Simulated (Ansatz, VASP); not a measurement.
**Ge: VASP beside Ansatz**

File INCAR:

```
  PREC = Accurate
  ENCUT = 520
  EDIFF = 1E-6
  ISMEAR = 0
  SIGMA = 0.1
  LREAL = False
  LASPH = True
  NELM = 80
  ALGO = Normal
  ISIF = 2
  LWAVE = False
  LCHARG = True
  LDIPOL = True
  IDIPOL = 3
  DIPOL = 0.5 0.5 0.500
  LELF = True
  LVHAR = True
  LVACPOTAV = True
  NBANDS = 21
```

The input KPOINTS:

```
Automatic mesh
0
Gamma
  12 12 1
```

Contents of POSCAR:

```
Ge
1.0
    4.0850000000      0.0000000000      0.0000000000
   -2.0425000000      3.5377137745      0.0000000000
    0.0000000000      0.0000000000     28.0000000000
Ge
2
Direct
    0.3333333333      0.6666666667      0.5127500000
    0.6666666667      0.3333333333      0.4872500000
```

Input for Ansatz:

```yaml
crystal:
  lattice:
    - [4.085, 0.0, 0.0]
    - [-2.0425, 3.5377137745, 0.0]
    - [0.0, 0.0, 28.0]
  atoms:
    - { symbol: Ge, position: [0.3333333333, 0.6666666667, 0.51275] }
    - { symbol: Ge, position: [0.6666666667, 0.3333333333, 0.48725] }
  periodic: [true, true, false]
basis:
  ecutwfc: 420
kpoints:
  mp_grid: { grid: [12, 12, 1] }
hamiltonian:
  xc: lda
  pseudopotentials: { kind: paw, azcp: { folder: soft_1 } }
scf:
  occupations: { method: gaussian, width: 0.1 }
output:
  forces: true
  stress: true
  eigenvalues: true
```

Alike in both runs: task single point; functional LDA; k mesh 12 × 12 × 1; occupations gaussian, width 0.1 eV; no spin polarisation.

|  | VASP | Ansatz |
| --- | --- | --- |
| version | VASP 6.6.1 | Ansatz 0.2.0 |
| potentials or method | VASP PAW LDA potentials, release 64 (Ge_d), cutoff 520 eV | scalar-relativistic, plane waves, PAW |
| valence electrons in the cell | 28 | 28 |

Ansatz gave:

| Quantity | Value |
| --- | --- |
| gap on the k mesh at the Fermi level (eV) | none |
| rms of the force components (eV/Å) | 0.260 |
| work function, face that differs most (eV) | 4.73 |

Problem. Which values does VASP return?

Solution. gap on the k mesh at the Fermi level (eV): none; rms of the force components (eV/Å): 0.254; work function, face that differs most (eV): 4.74.

Ansatz warns that its potentials were made for another functional, while VASP's fit it. LDA's correlation is that of Perdew and Zunger in VASP and of Perdew and Wang (1992) in Ansatz. Atom by atom the forces differ by 0.006 eV/Å (rms over components). A gap of «none» marks a metal or a gap that the smearing closes.
